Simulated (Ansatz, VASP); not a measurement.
**Two plane-wave programs on TiO**

```
Ti O
1.0
     2.69560    0.00000    0.00000
    -1.34780    2.33446    0.00000
     0.00000    0.00000    3.01730
Ti O
1 1
Direct
  0.66667 0.33333 0.00000
  0.00000 0.00000 0.50000
```

Alike in both runs: task single point; functional PBEsol; k mesh 18 × 18 × 16; occupations gaussian, width 0.15 eV; no spin polarisation.

|  | VASP | Ansatz |
| --- | --- | --- |
| version | VASP 6.6.1 | Ansatz 0.2.0 |
| potentials or method | VASP PAW PBE potentials, release 64 (Ti_sv, O), cutoff 520 eV | scalar-relativistic, plane waves, PAW |
| valence electrons in the cell | 18 | 18 |

Ansatz gave:

* gap on the k mesh at the Fermi level (eV): none
* pressure (GPa): -3.4
* traceless stress, the component that is largest in VASP (GPa): -31.78

Which values does VASP return?

gap on the k mesh at the Fermi level (eV): none; pressure (GPa): -2.8; traceless stress, the component that is largest in VASP (GPa): -31.54.

VASP's potentials were made for PBE, not for PBEsol, and Ansatz warns of the same on its side. A gap of «none» marks a metal or a gap that the smearing closes.
